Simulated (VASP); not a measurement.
Input of a VASP 6.6.1 run:

File INCAR:

```
PREC = Accurate
ENCUT = 520
EDIFF = 1E-6
ISMEAR = -1
SIGMA = 0.1
LREAL = F
LASPH = T
NELM = 150
ALGO = Normal
ISIF = 2
LWAVE = F
LCHARG = F
ISPIN = 2
MAGMOM = 7 0 0
LORBIT = 11
LMAXMIX = 6
GGA = PS
NBANDS = 33
```

Contents of KPOINTS:

```
regular mesh
0
Gamma
  8 8 7
```

POSCAR

```
GdGa2
1.0
    4.3593189276      0.0000000000      0.0000000000
   -2.1796594638      3.7752858067      0.0000000000
    0.0000000000      0.0000000000      4.2705428376
Gd Ga
1 2
Direct
    0.0000000000      0.0000000000      0.0000000000
    0.3333333333      0.6666666667      0.5000000000
    0.6666666667      0.3333333333      0.5000000000
```

Potentials or basis: VASP PAW PBE potentials, release 64 (Gd, Ga_d).

The run is started by

```sh
$ cat potpaw_PBE.64/Gd/POTCAR potpaw_PBE.64/Ga_d/POTCAR > POTCAR
$ mpirun -np 1 vasp_std > vasp.out
```

(1) Predict the net moment.

(2) Estimate the site moments.

Results:

(1) 7.11 μB per cell.

(2) Gd +6.80; Ga -0.02 μB.

Caveat: the cell stands under tension.
